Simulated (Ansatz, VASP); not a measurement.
## Two plane-wave programs on MgO

```xyz
2
Lattice="0.0000 2.1494 2.1494 2.1494 0.0000 2.1494 2.1494 2.1494 0.0000" Properties=species:S:1:pos:R:3 pbc="T T T"
Mg    0.0000    0.0000    0.0000
O     2.1494    2.1494    2.1494
```

Alike in both runs: functional RPBE; k mesh 8 × 8 × 8; occupations gaussian, width 0.02 eV; no spin polarisation.

Ansatz relaxed the structure, and its values are those at the end. VASP's run is a single point on that final structure, the one shown.

```csv
,VASP,Ansatz
version,VASP 6.6.1,Ansatz 0.2.0
potentials or method,"VASP PAW PBE potentials, release 64 (Mg_sv, O), cutoff 840 eV","scalar-relativistic, plane waves, PAW"
valence electrons in the cell,16,16
```

```tsv
	VASP	Ansatz	Ansatz less VASP
gap on the k mesh at the Fermi level (eV)	4.28	4.29	+0.010
least direct gap on the mesh (eV)	4.28	4.29	+0.010
pressure (GPa)	0.0	0.0	+0.02
```

VASP's potentials were made for PBE, not for RPBE.
